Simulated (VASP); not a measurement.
Runs of VASP 6.6.1 on V. The structure is that of space group Im-3m (No. 229), or close to it. The cells are those of the table. 

```csv
task,level,cell,k mesh,cutoff (eV),gap on the mesh (eV),pressure (GPa),relaxed volume (Å³/atom)
single point,PBEsol,"a = 2.562 Å, angles 109.5°, 1 atom",38 × 38 × 38,520,none,0.2,-
relaxation of cell and atoms,PBE,"relaxed from a = 2.615 Å, angles 109.5°, 1 atom",25 × 25 × 25,600,none,0.0,13.46
single point,PBEsol,"a = 2.615 Å, angles 109.5°, 1 atom",37 × 37 × 37,520,none,-10.7,-
relaxation of cell and atoms,PBEsol,"relaxed from a = 2.615 Å, angles 109.5°, 1 atom",25 × 25 × 25,600,none,0.0,(a)
single point,PBEsol,"a = 2.562 Å, angles 109.5°, 1 atom",25 × 25 × 25,520,none,0.2,-
```

Alike in all rows: potentials or basis VASP PAW PBE potentials, release 64 (V_sv); no spin polarisation; smearing methfessel-paxton 0.1 eV.

**Question.** Fill in the values left out.

**Answer.** (a) 12.95.

Caveats: the PAW data sets were made with another functional, which shifts forces and pressure a little (some runs).

A gap of «none» marks levels without a gap at the run's occupations.
